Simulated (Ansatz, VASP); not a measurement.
# SnO: VASP beside Ansatz

```
Sn O
1.0
     4.01365    0.00000    0.00000
     0.00000    4.01365    0.00000
     0.00000    0.00000    4.33943
Sn O
2 2
Direct
  0.00000 0.50000 0.23850
  0.50000 0.00000 0.76150
  0.00000 0.00000 0.00000
  0.50000 0.50000 0.00000
```

Alike in both runs: task single point; functional PBE; k mesh 14 × 14 × 12; occupations gaussian, width 0.15 eV; no spin polarisation.

```csv
,VASP,Ansatz
version,VASP 6.6.1,Ansatz 0.2.0
potentials or method,"VASP PAW PBE potentials, release 64 (Sn_d, O), cutoff 520 eV","scalar-relativistic, plane waves, PAW"
valence electrons in the cell,40,40
```

|  | VASP | Ansatz | Ansatz less VASP |
| --- | --- | --- | --- |
| gap on the k mesh at the Fermi level (eV) | 0.71 | 0.72 | +0.001 |
| least direct gap on the mesh (eV) | 1.61 | 1.63 | +0.018 |
| pressure (GPa) | 1.7 | 1.5 | -0.23 |
| traceless stress, the component that is largest in VASP (GPa) | 5.21 | 5.28 | +0.069 |
| rms of the force components (eV/Å) | 0.298 | 0.268 | -0.0291 |

Atom by atom the forces differ by 0.029 eV/Å (rms over components). With one functional, cell and mesh, what is left measures potentials, basis and numerics.
